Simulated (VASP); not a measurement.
The system is Ta2S3.

```xyz
5
Lattice="4.2428 0.0000 0.0000 0.0000 4.2428 0.0000 0.0000 0.0000 4.2428" Properties=species:S:1:pos:R:3 pbc="T T T"
Ta    2.1214    2.1214    2.1214
Ta    0.0000    0.0000    0.0000
S     2.1214    0.0000    0.0000
S     0.0000    2.1214    0.0000
S     0.0000    0.0000    2.1214
```

```yaml
Program: VASP 6.6.1
Task: relaxation of cell and atoms
Functional: PBE
Potentials_or_basis: VASP PAW PBE potentials, release 64 (Ta_pv, S)
Cutoff: 600 eV
k_mesh: 4 × 4 × 4
Occupations: gaussian, width 0.1 eV
Spin: collinear spin, ferromagnetic start
Starting_moments: "[1.0, 1.0, 0.0, 0.0, 0.0] μB"
```

At the start: pressure 61.9 GPa; volume 15.27 Å³/atom.

Problem. Where does the relaxation end?

Solution. Over 5 steps the energy falls by 809.4 meV/atom and the volume is 20.77 Å³/atom (+36.0 %); space group Pm-3m (No. 221, to 0.05 Å); moment 0.00 μB per cell.

The path:
```csv
step,energy change (eV),largest force (eV/Å),pressure (GPa),volume (Å³)
1,0.0000,0.0000,61.85,76.37
2,0.6605,0.0000,-16.93,161.85
3,-4.0219,0.0000,-2.70,106.75
4,-4.0441,0.0000,-0.94,104.82
5,-4.0469,0.0000,0.01,103.85
```

Final structure:
```yaml
crystal:
  lattice:
    - [4.70035, 0.00000, 0.00000]
    - [0.00000, 4.70035, 0.00000]
    - [0.00000, 0.00000, 4.70035]
  atoms:
    - { symbol: Ta, position: [0.50000, 0.50000, 0.50000] }
    - { symbol: Ta, position: [0.00000, 0.00000, 0.00000] }
    - { symbol: S, position: [0.50000, 0.00000, 0.00000] }
    - { symbol: S, position: [0.00000, 0.50000, 0.00000] }
    - { symbol: S, position: [0.00000, 0.00000, 0.50000] }
```

Caveat: the k points lie up to 0.33 Å⁻¹ apart in the final cell; the volume moved by over 15 % at a fixed basis, so the end points are rough.
